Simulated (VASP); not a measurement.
Wanted: the native input for a VASP 6.6.1 run.

| Item | Value |
| --- | --- |
| Task | single point |
| Functional | LDA |
| Potentials or basis | VASP PAW LDA potentials, release 64 (Al, Fe) |
| Cutoff | 520 eV |
| k mesh | 7 × 7 × 7 |
| Occupations | fermi-dirac, width 0.1 eV |
| Spin | collinear spin, ferromagnetic start |
| Starting moments | [0.0, 2.4] μB |
| Dipole correction | no |
| Further INCAR settings | ALGO = Normal; EDIFF = 1e-06; NBANDS = 16 |

The structure of AlFe lies in POSCAR:

```
AlFe
1.0
    2.9100000000      0.0000000000      0.0000000000
    0.0000000000      2.9100000000      0.0000000000
    0.0000000000      0.0000000000      2.9100000000
Al Fe
1 1
Direct
    0.0008200000      0.0064200000      0.0081700000
    0.4997100000      0.4924454296      0.4953000000
```

These files were run (other wordings do the same):

INCAR

```
PREC     = Accurate       # precision mode
ENCUT    = 520            # plane-wave cutoff, eV
EDIFF    = 1E-6           # SCF threshold, eV
ISMEAR   = -1             # smearing method
SIGMA    = 0.1            # smearing width, eV
LREAL    = False          # projectors in reciprocal space
LASPH    = True           # aspherical terms in the spheres
NELM     = 150            # most SCF steps
ALGO     = Normal         # electronic algorithm
ISIF     = 2              # what is computed and relaxed
LWAVE    = False          # write WAVECAR
LCHARG   = False          # write CHGCAR
ISPIN    = 2              # spin polarisation
MAGMOM   = 0 2.4          # initial moments
LORBIT   = 11             # projections on sites
LMAXMIX  = 4              # l up to which the mixer works
NBANDS   = 16             # bands
```

KPOINTS

```
Automatic mesh
0
Gamma
  7 7 7
```

Potentials or basis: VASP PAW LDA potentials, release 64 (Al, Fe).

The run is started by

```sh
$ cat potpaw_LDA.64/Al/POTCAR potpaw_LDA.64/Fe/POTCAR > POTCAR
$ mpirun -np 1 vasp_std > vasp.out
```

Results of the run:

| Property | Result |
| --- | --- |
| Pressure | -15.6 GPa |
| Largest force | 0.350 eV/Å |
| Net moment | 0.63 μB per cell |
| Site moments | Al -0.02; Fe +0.66 μB |
| Valence electrons inside the program's atomic spheres | Al 0.83; Fe 7.38 |

Caveat: the cell stands under tension.

It took 34 s on 1 thread of Intel(R) Xeon(R) 6975P-C (Granite Rapids), with other jobs on the host, peak memory 0.21 GiB.
